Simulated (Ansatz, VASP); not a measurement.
## One calculation of Si2Ni, two programs

The input INCAR:

```
SYSTEM = Si2Ni
PREC     = Accurate       ! precision mode
ENCUT    = 520            ! plane-wave cutoff, eV
EDIFF    = 1E-6           ! SCF threshold, eV
ISMEAR   = 0              ! smearing method
SIGMA    = 0.05           ! smearing width, eV
LREAL    = .FALSE.        ! projectors in reciprocal space
LASPH    = .TRUE.         ! aspherical terms in the spheres
NELM     = 150            ! most SCF steps
ALGO     = Normal         ! electronic algorithm
ISIF     = 2              ! what is computed and relaxed
LWAVE    = .FALSE.        ! write WAVECAR
LCHARG   = .TRUE.         ! write CHGCAR
ISPIN    = 2              ! spin polarisation
MAGMOM   = 0 0 0.05       ! initial moments
LORBIT   = 11             ! projections on sites
LMAXMIX  = 4              ! l up to which the mixer works
GGA      = PE             ! functional
LELF     = .TRUE.         ! ELF
LVHAR    = .TRUE.       
NBANDS   = 20             ! bands
```

File KPOINTS:

```
regular mesh
0
G
  12 12 12
  0 0 0
```

The input POSCAR:

```
Si2Ni
1.0
    0.0000000000      2.7574696458      2.7574696458
    2.7574696458      0.0000000000      2.7574696458
    2.7574696458      2.7574696458      0.0000000000
Si Ni
2 1
Direct
    0.2500000000      0.2500000000      0.2500000000
    0.7500000000      0.7500000000      0.7500000000
    0.0000000000      0.0000000000      0.0000000000
```

Input for Ansatz:

```yaml
crystal:
  lattice:
    - [0.0, 2.7574696458, 2.7574696458]
    - [2.7574696458, 0.0, 2.7574696458]
    - [2.7574696458, 2.7574696458, 0.0]
  atoms:
    - { symbol: Si, position: [0.25, 0.25, 0.25] }
    - { symbol: Si, position: [0.75, 0.75, 0.75] }
    - { symbol: Ni, position: [0.0, 0.0, 0.0], spin: 0.05 }
basis:
  ecutwfc: 420
  ecutrho_ratio: 4
kpoints:
  mp_grid: { grid: [12, 12, 12] }
hamiltonian:
  xc: pbe
scf:
  occupations: { method: gaussian, width: 0.05 }
output:
  forces: true
  stress: true
  eigenvalues: true
  populations: true
  write_density: true
  write_potential: true
  elf: true
  volumetric_format: npy
magnetization:
  spin_polarized: true
```

Alike in both runs: task single point; functional PBE; k mesh 12 × 12 × 12; occupations gaussian, width 0.05 eV; collinear spin.

```csv
,VASP,Ansatz
version,VASP 6.6.1,Ansatz 0.2.0
potentials or method,"VASP PAW PBE potentials, release 64 (Si, Ni), cutoff 520 eV","scalar-relativistic, plane waves, PAW"
valence electrons in the cell,18,26
```

```tsv
	VASP	Ansatz	Ansatz less VASP
gap on the k mesh at the Fermi level (eV)	none	none	-
pressure (GPa)	-5.0	-5.0	+0.02
net moment per atom (μB)	0.00	0.00	0.000
```

A gap of «none» marks a metal or a gap that the smearing closes. With one functional, cell and mesh, what is left measures potentials, basis and numerics. VASP's potentials hold 18 valence electrons a cell and Ansatz's 26, so a difference there can come from the potentials and not from the codes. Ansatz's warnings: seeded moment not kept.
